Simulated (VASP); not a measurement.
A run of VASP 6.6.1 is set up as follows.

The input POSCAR:

```
Ba2CrMoF6
1.0
    0.0000000000      4.2032727200      4.2032727200
    4.2032727200      0.0000000000      4.2032727200
    4.2032727200      4.2032727200      0.0000000000
Cr F Mo Ba
1 6 1 2
Direct
    0.0000000000      0.0000000000      0.0000000000
    0.7357000000      0.2643000000      0.2643000000
    0.2643000000      0.7357000000      0.2643000000
    0.2643000000      0.7357000000      0.7357000000
    0.7357000000      0.2643000000      0.7357000000
    0.2643000000      0.2643000000      0.7357000000
    0.7357000000      0.7357000000      0.2643000000
    0.5000000000      0.5000000000      0.5000000000
    0.2500000000      0.2500000000      0.2500000000
    0.7500000000      0.7500000000      0.7500000000
```

File INCAR.step1:

```
ALGO = Normal
EDIFF = 1E-4
ENCUT = 520
GGA = PE
ISMEAR = 1
LASPH = True
LCHARG = False
LREAL = False
LWAVE = True
NBANDS = 55
NELM = 60
PREC = Accurate
SIGMA = 0.1476
```

The input INCAR.step2:

```
ALGO = Normal
EDIFF = 1E-6
ENCUT = 520
ISIF = 2
ISMEAR = 1
ISTART = 1
LASPH = True
LCHARG = True
LELF = True
LMIXTAU = True
LREAL = False
LVHAR = True
LWAVE = False
METAGGA = R2SCAN
NBANDS = 55
NELM = 60
PREC = Accurate
SIGMA = 0.1476
```

File KPOINTS:

```
k-points
0
Gamma
  7 7 7
```

Potentials or basis: VASP PAW PBE potentials, release 64 (Cr_pv, F, Mo_sv, Ba_sv).

Run with:

```sh
$ cat potpaw_PBE.64/Cr_pv/POTCAR potpaw_PBE.64/F/POTCAR potpaw_PBE.64/Mo_sv/POTCAR potpaw_PBE.64/Ba_sv/POTCAR > POTCAR
$ cp INCAR.step1 INCAR
$ mpirun -np 1 vasp_std > vasp.out
$ cp INCAR.step2 INCAR
$ mpirun -np 1 vasp_std > vasp.out
```

**Question.** What does it give for the band gap on the k mesh?

**Answer.** Zero (bands 44 and 45 overlap by 0.49 eV).

**Question.** Estimate the largest force.

**Answer.** 3.337 eV/Å.

**Question.** What does it give for the pressure?

**Answer.** 9.4 GPa.

Forces on the atoms (eV/Å):
```
Cr   0.000  0.000  0.000
F   -3.337  0.000  0.000
F    0.000 -3.337  0.000
F    3.337  0.000  0.000
F    0.000  3.337  0.000
F    0.000  0.000 -3.337
F    0.000  0.000  3.337
Mo   0.000  0.000  0.000
Ba   0.000  0.000  0.000
Ba   0.000  0.000  0.000
```

Caveat: the cell stands under pressure; the PAW data sets were made with another functional, which shifts forces and pressure a little; spin-orbit coupling is left out, which moves the levels of the heavy elements; the run has no spin polarisation, though such a crystal can be magnetic; semilocal functionals often make such compounds metallic where correlation or magnetic order opens a gap, which also shifts bond lengths. Spin polarisation is off, so any magnetic state and its effect on volume and gap are missing.
